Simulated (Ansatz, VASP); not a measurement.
# One calculation of Li2Se, two programs

Contents of POSCAR:

```
Li2Se
1.0
    0.0000000000      2.9934588661      2.9934588661
    2.9934588661      0.0000000000      2.9934588661
    2.9934588661      2.9934588661      0.0000000000
Li Se
2 1
Direct
    0.2500000000      0.2500000000      0.2500000000
    0.7500000000      0.7500000000      0.7500000000
    0.0000000000      0.0000000000      0.0000000000
```

File INCAR.step1:

```
SYSTEM = Li2Se
PREC = Accurate
ENCUT = 650
EDIFF = 1E-5
ISMEAR = 0
SIGMA = 0.01
LREAL = .FALSE.
LASPH = .TRUE.
NELM = 120
ALGO = Normal
ISIF = 2
LWAVE = .TRUE.
NBANDS = 13
GGA = PE
GGA_COMPAT = .FALSE.
```

INCAR.step2

```
SYSTEM = Li2Se
PREC = Accurate
ENCUT = 650
EDIFF = 1E-6
ISMEAR = 0
SIGMA = 0.01
LREAL = .FALSE.
LASPH = .TRUE.
NELM = 120
ALGO = Normal
ISIF = 2
LWAVE = .FALSE.
LCHARG = .TRUE.
GGA = PE
LHFCALC = .TRUE.
HFSCREEN = 0.2079
PRECFOCK = Normal
LELF = .TRUE.
LVHAR = .TRUE.
NBANDS = 13
ISTART = 1
GGA_COMPAT = .FALSE.
```

File KPOINTS:

```
regular mesh
0
G
  4 4 4
  0 0 0
```

Input for Ansatz:

```yaml
crystal:
  lattice:
    - [0.0, 2.9934588661, 2.9934588661]
    - [2.9934588661, 0.0, 2.9934588661]
    - [2.9934588661, 2.9934588661, 0.0]
  atoms:
    - { symbol: Li, position: [0.25, 0.25, 0.25] }
    - { symbol: Li, position: [0.75, 0.75, 0.75] }
    - { symbol: Se, position: [0.0, 0.0, 0.0] }
kpoints:
  mp_grid: { grid: [4, 4, 4] }
hamiltonian:
  xc: hse06
scf:
  occupations: { method: fixed }
  n_extra_bands: 4
output:
  forces: true
  stress: true
  eigenvalues: true
  write_density: true
  write_potential: true
  elf: true
  volumetric_format: npy
```

Alike in both runs: task single point; functional HSE06; k mesh 4 × 4 × 4; no spin polarisation.

|  | VASP | Ansatz |
| --- | --- | --- |
| version | VASP 6.6.1 | Ansatz 0.2.0 |
| potentials or method | VASP PAW PBE potentials, release 64 (Li_sv, Se) | plane waves, PAW |
| plane-wave cutoff (eV) | 650 | 420 |
| occupations | gaussian, width 0.01 eV | fixed |
| valence electrons in the cell | 12 | 22 |

```tsv
	VASP	Ansatz	Ansatz less VASP
gap on the k mesh at the Fermi level (eV)	3.83	3.82	-0.010
pressure (GPa)	-0.5	-0.3	+0.23
```

VASP's potentials hold 12 valence electrons a cell and Ansatz's 22, so a difference there can come from the potentials and not from the codes. Ansatz's warnings: stress exchange threshold loose, stress scf threshold loose.

The k mesh is coarse, so the values compare programs but aren't converged.
